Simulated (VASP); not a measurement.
# SrCl2 (Fm-3m) in VASP: a series of runs, part 2 of 2

VASP 6.6.1. The steps go on from the part before.

## 4. Single point, PBE

This run uses another cell than the first one, of 22.58 Å³/atom.

File INCAR:

```
SYSTEM = SrCl2
ALGO = Normal
EDIFF = 1E-6
ENCUT = 500
GGA = PE
GGA_COMPAT = .FALSE.
ISIF = 2
ISMEAR = 0
LASPH = .TRUE.
LCHARG = .FALSE.
LREAL = .FALSE.
LWAVE = .FALSE.
NBANDS = 19
NELM = 120
PREC = Accurate
SIGMA = 0.01
```

File KPOINTS:

```
k-points
0
G
  6 6 6
  0 0 0
```

File POSCAR:

```
SrCl2
1.0
    0.0000000000      3.2356000110      3.2356000110
    3.2356000110      0.0000000000      3.2356000110
    3.2356000110      3.2356000110      0.0000000000
Sr Cl
1 2
Direct
    0.0000000000      0.0000000000      0.0000000000
    0.2500000000      0.2500000000      0.2500000000
    0.7500000000      0.7500000000      0.7500000000
```

Potentials or basis: VASP PAW PBE potentials, release 64 (Sr_sv, Cl).

Started as:

```bash
$ cat potpaw_PBE.64/Sr_sv/POTCAR potpaw_PBE.64/Cl/POTCAR > POTCAR
$ mpirun -np 1 vasp_std > vasp.out
```

OUTCAR:

```text
SYSTEM = SrCl2
   EDIFF = 1E-6
   ENCUT = 500
   GGA = PE
   ISIF = 2
   ISMEAR = 0
   LASPH = .TRUE.
   LREAL = .FALSE.
   NELM = 120
   PREC = Accurate

 ion  position               nearest neighbor table
   1  0.000  0.000  0.000-   2 2.80   3 2.80   3 2.80   3 2.80   3 2.80   2 2.80   2 2.80   2 2.80

   2  0.250  0.250  0.250-   1 2.80   1 2.80   1 2.80   1 2.80
   3  0.750  0.750  0.750-   1 2.80   1 2.80   1 2.80   1 2.80

  LATTYP: Found a face centered cubic cell.
 ALAT       =     6.4712000220

  Lattice vectors:

 A1 = (   0.0000000000,   3.2356000110,   3.2356000110)
 A2 = (   3.2356000110,   0.0000000000,   3.2356000110)
 A3 = (   3.2356000110,   3.2356000110,   0.0000000000)

Analysis of symmetry for initial positions (statically):
=====================================================================
 Subroutine PRICEL returns:
 Original cell was already a primitive cell.

 Routine SETGRP: Setting up the symmetry group for a
 face centered cubic supercell.

 Subroutine GETGRP returns: Found 48 space group operations
 (whereof 48 operations were pure point group operations)
 out of a pool of 48 trial point group operations.

The static configuration has the point symmetry O_h .

Analysis of symmetry for dynamics (positions and initial velocities):
=====================================================================
 Subroutine PRICEL returns:
 Original cell was already a primitive cell.

 Routine SETGRP: Setting up the symmetry group for a
 face centered cubic supercell.

 Subroutine GETGRP returns: Found 48 space group operations
 (whereof 48 operations were pure point group operations)
 out of a pool of 48 trial point group operations.

The dynamic configuration has the point symmetry O_h .

 Subroutine INISYM returns: Found 48 space group operations
 (whereof 48 operations are pure point group operations),
 and found     1 'primitive' translations

----------------------------------------------------------------------------------------

                                     Primitive cell

  volume of cell :      67.7477

  direct lattice vectors                    reciprocal lattice vectors
     0.000000000  3.235600011  3.235600011    -0.154530844  0.154530844  0.154530844
     3.235600011  0.000000000  3.235600011     0.154530844 -0.154530844  0.154530844
     3.235600011  3.235600011  0.000000000     0.154530844  0.154530844 -0.154530844

  length of vectors
     4.575829418  4.575829418  4.575829418     0.267655273  0.267655273  0.267655273

  position of ions in fractional coordinates (direct lattice)
     0.000000000  0.000000000  0.000000000
     0.250000000  0.250000000  0.250000000
     0.750000000  0.750000000  0.750000000

  ion indices of the primitive-cell ions
   primitive index   ion index
                 1           1
                 2           2
                 3           3

----------------------------------------------------------------------------------------

 KPOINTS: k-points

Automatic generation of k-mesh.
 Grid dimensions read from file:
 generate k-points for:    6    6    6

 Generating k-lattice:

  Cartesian coordinates                     Fractional coordinates (reciprocal lattice)
    -0.025755141  0.025755141  0.025755141     0.166666667  0.000000000  0.000000000
     0.025755141 -0.025755141  0.025755141     0.000000000  0.166666667  0.000000000
     0.025755141  0.025755141 -0.025755141     0.000000000  0.000000000  0.166666667

  Length of vectors
     0.044609212  0.044609212  0.044609212

  Shift w.r.t. Gamma in fractional coordinates (k-lattice)
     0.000000000  0.000000000  0.000000000

 Subroutine IBZKPT returns following result:
 ===========================================

 Found     16 irreducible k-points:

 Following reciprocal coordinates:
            Coordinates               Weight
  0.000000  0.000000  0.000000      1.000000
  0.166667  0.000000  0.000000      8.000000
  0.333333  0.000000  0.000000      8.000000
  0.500000  0.000000  0.000000      4.000000
  0.166667  0.166667  0.000000      6.000000
  0.333333  0.166667  0.000000     24.000000
[... 8 lines left out ...]
 -0.333333  0.333333  0.166667     24.000000
 -0.333333  0.500000  0.166667     12.000000
   k-points           NKPTS =     16   k-points in BZ     NKDIM =     16   number of bands    NBANDS=     19
   number of dos      NEDOS =    301   number of ions     NIONS =      3
   total plane-waves  NPLWV =  46656
   dimension x,y,z NGX =    36 NGY =   36 NGZ =   36
   dimension x,y,z NGXF=    72 NGYF=   72 NGZF=   72
   ions per type =               1   2
   NGX,Y,Z   is equivalent  to a cutoff of  13.08, 13.08, 13.08 a.u.
   NGXF,Y,Z  is equivalent  to a cutoff of  26.16, 26.16, 26.16 a.u.
 SYSTEM =  SrCl2
   PREC   = accura    normal or accurate (medium, high low for compatibility)
   ISTART =      0    job   : 0-new  1-cont  2-samecut
   ICHARG =      2    charge: 1-file 2-atom 10-const
   ISPIN  =      1    spin polarized calculation?
   LNONCOLLINEAR =      F non collinear calculations
   LSORBIT =      F    spin-orbit coupling
   LASPH  =      T    aspherical Exc in radial PAW
   ENCUT  =  500.0 eV  36.75 Ry    6.06 a.u.   8.34  8.34  8.34*2*pi/ulx,y,z
   NELM   =    120;   NELMIN=  2; NELMDL= -5     # of ELM steps
   EDIFF  = 0.1E-05   stopping-criterion for ELM
   LREAL  =      F    real-space projection
   EDIFFG = 0.1E-04   stopping-criterion for IOM
   NSW    =      0    number of steps for IOM
   IBRION =     -1    ionic relax: 0-MD 1-quasi-New 2-CG
   NFREE  =      0    steps in history (QN), initial steepest desc. (CG)
   ISIF   =      2    stress and relaxation
   ISYM   =      2    0-nonsym 1-usesym 2-fastsym
   POTIM  = 0.5000    time-step for ionic-motion
   TEBEG  =    0.0;   TEEND  =   0.0 temperature during run
   PSTRESS=    0.0 pullay stress
   NELECT =      24.0000    total number of electrons
   NUPDOWN=      -1.0000    fix difference up-down
   EMIN   =  10.00;   EMAX   =-10.00  energy-range for DOS
   EFERMI =   0.00;   METHOD = LEGACY
   ISMEAR =     0;   SIGMA  =   0.01  broadening in eV -4-tet -1-fermi 0-gaus
   EFERMI_NEDOS =   21; number of points for ismear=-14 and -15
   IALGO  =     38    algorithm
   IMIX   =      4    mixing-type and parameters
     AMIX     =   0.40;   BMIX     =  1.00
     AMIX_MAG =   1.60;   BMIX_MAG =  1.00
  volume/ion in A,a.u.               =      22.58       152.39
  Fermi-wavevector in a.u.,A,eV,Ry     =   1.158369  2.189001 18.256566  1.341820
  Thomas-Fermi vector in A             =   2.294972
   LORBIT       =      0    0 simple, 1 ext, 2 COOP (PROOUT), +10 PAW based schemes
   GGA     = PE    functional components
   LHFCALC =     F    Hartree Fock is set to
   AEXX    =    0.0000 exact exchange contribution
   IVDW    =     0    specifies the selected vdW correction
   LEPSILON=     F    determine dielectric tensor
   LRPA    =     F    only Hartree local field effects (RPA)
 non-spin polarized calculation
 Gauss-broadening in eV      SIGMA  =   0.01
  energy-cutoff  :      500.00
  volume of cell :       67.75
 maximum number of plane-waves:      1759
 NGX is ok and might be reduce to    36
   NGX = 17   NGY = 17   NGZ = 17

 number of electron      23.9999999 magnetization

 Free energy of the ion-electron system (eV)
  ---------------------------------------------------
  ext. energy  EPLUGINS =         0.00000000
  ---------------------------------------------------
  free energy    TOTEN  =       -12.03818947 eV

  energy without entropy =      -12.03818947  energy(sigma->0) =      -12.03818947

 E-fermi :   1.9416     XC(G=0):  -9.3009

 val. band max:        1.8641309946   @ k =   0.5000   0.5000   0.0000
 cond. band min:       7.1450406268   @ k =   0.5000   0.5000   0.0000
 fundamental gap:      5.2809096322
 Fermi energy:         1.9416208478

 k-point     1 :       0.0000    0.0000    0.0000
  band No.  band energies     occupation
      1     -30.4081      2.00000
      2     -12.5230      2.00000
      3     -12.5230      2.00000
      4     -12.5230      2.00000
      5     -12.2710      2.00000
      6     -10.8605      2.00000
[... 11 lines left out ...]
     18      11.2484      0.00000
     19      12.5546      0.00000
[... 309 lines left out ...]
 k-point    16 :      -0.3333    0.5000    0.1667
  band No.  band energies     occupation
      1     -30.3904      2.00000
      2     -13.4727      2.00000
      3     -12.9978      2.00000
      4     -12.6264      2.00000
      5     -11.0358      2.00000
      6     -10.5654      2.00000
[... 11 lines left out ...]
     18      12.7949      0.00000
     19      12.9167      0.00000

------------------------ aborting loop because EDIFF is reached ----------------------------------------

  FORCE on cell =-STRESS in cart. coord.  units (eV):
  Direction    XX          YY          ZZ          XY          YZ          ZX
  --------------------------------------------------------------------------------------
  -------------------------------------------------------------------------------------
  Total        6.4567787      6.4567787      6.4567787     -0.0000000     -0.0000000      0.0000000
  in kB      152.6975275    152.6975275    152.6975275     -0.0000000     -0.0000000      0.0000000
  external PRESSURE =     152.6975275 kB  Pullay stress =       0.0000000 kB

 VOLUME and BASIS-vectors are now :
 -----------------------------------------------------------------------------
  energy-cutoff  :      500.00
  volume of cell :       67.75
      direct lattice vectors                 reciprocal lattice vectors
     0.000000000  3.235600011  3.235600011    -0.154530844  0.154530844  0.154530844
     3.235600011  0.000000000  3.235600011     0.154530844 -0.154530844  0.154530844
     3.235600011  3.235600011  0.000000000     0.154530844  0.154530844 -0.154530844

 POSITION                                       TOTAL-FORCE (eV/Angst)
 -----------------------------------------------------------------------------------
      0.00000      0.00000      0.00000        -0.000000      0.000000      0.000000
      1.61780      1.61780      1.61780         0.000000     -0.000000      0.000000
      4.85340      4.85340      4.85340        -0.000000      0.000000     -0.000000
 -----------------------------------------------------------------------------------
    total drift:                                0.000000      0.000000      0.000000

  FREE ENERGIE OF THE ION-ELECTRON SYSTEM (eV)
  ---------------------------------------------------
  free  energy   TOTEN  =       -12.0381894687 eV

  energy  without entropy=      -12.0381894687  energy(sigma->0) =      -12.03818947
```

Run time: 15 s. Hardware: 1 thread of Intel Xeon Platinum 8488C (Sapphire Rapids), shared host; peak memory 0.2 GiB.

What came out:

| Item | Value |
| --- | --- |
| Free energy | -12.0382 eV |
| Pressure | 15.3 GPa |
| Band gap on the k mesh | 5.28 eV |

Caveat: the cell stands under pressure.

## 5. Single point, PBE

This run uses another cell than the first one, of 29.06 Å³/atom.

File INCAR:

```
SYSTEM = SrCl2
PREC = Accurate
ENCUT = 500
EDIFF = 1E-6
ISMEAR = 0
SIGMA = 0.01
LREAL = .FALSE.
LASPH = .TRUE.
NELM = 120
ALGO = Normal
ISIF = 2
LWAVE = .FALSE.
LCHARG = .FALSE.
GGA = PE
NBANDS = 19
GGA_COMPAT = .FALSE.
```

File KPOINTS:

```
Automatic mesh
0
G
  6 6 6
  0 0 0
```

File POSCAR:

```
SrCl2
1.0
    0.0000000000      3.5192075646      3.5192075646
    3.5192075646      0.0000000000      3.5192075646
    3.5192075646      3.5192075646      0.0000000000
Sr Cl
1 2
Direct
    0.0000000000      0.0000000000      0.0000000000
    0.2500000000      0.2500000000      0.2500000000
    0.7500000000      0.7500000000      0.7500000000
```

Started as:

```bash
$ cat potpaw_PBE.64/Sr_sv/POTCAR potpaw_PBE.64/Cl/POTCAR > POTCAR
$ mpirun -np 1 vasp_std > vasp.out
```

It took 16 s on 1 thread of Intel Xeon Platinum 8488C (Sapphire Rapids), shared host; peak memory 0.2 GiB.

The run converged. Its results:

```yaml
Free_energy: -12.7910 eV
Pressure: 0.1 GPa
Band_gap_on_the_k_mesh: 5.24 eV (least direct gap 5.51 eV)
```

Levels at points of the mesh, in eV from the valence-band top:
| k point | band 10 | band 11 | band 12 | band 13 | band 14 | band 15 |
| --- | --- | --- | --- | --- | --- | --- |
| (0.00, 0.00, 0.00) | -0.33 | -0.33 | -0.33 | 5.24 | 6.10 | 6.10 |
| (0.50, 0.00, 0.00) | -1.27 | -1.01 | -1.01 | 6.69 | 6.69 | 7.41 |
| (0.50, 0.50, 0.00) | -0.38 | -0.38 | 0.00 | 5.51 | 6.97 | 7.53 |

A k mesh can miss the band edges.

## 6. The runs side by side

```csv
cell,gap on the mesh (eV),pressure (GPa)
"a = 4.254 Å, angles 60.0°, 3 atoms",4.84,45.8
"a = 4.383 Å, angles 60.0°, 3 atoms",5.04,30.5
"a = 4.576 Å, angles 60.0°, 3 atoms",5.28,15.3
"a = 4.977 Å, angles 60.0°, 3 atoms",5.24,0.1
```

Alike in all rows: task single point; level PBE; potentials or basis VASP PAW PBE potentials, release 64 (Sr_sv, Cl); no spin polarisation; k mesh 6 × 6 × 6; cutoff (eV) 500; smearing gaussian 0.01 eV.

Caveats: the cell stands under pressure (at least some runs).

Total energies depend on the potentials used, so only differences within one code and one set of settings carry meaning.
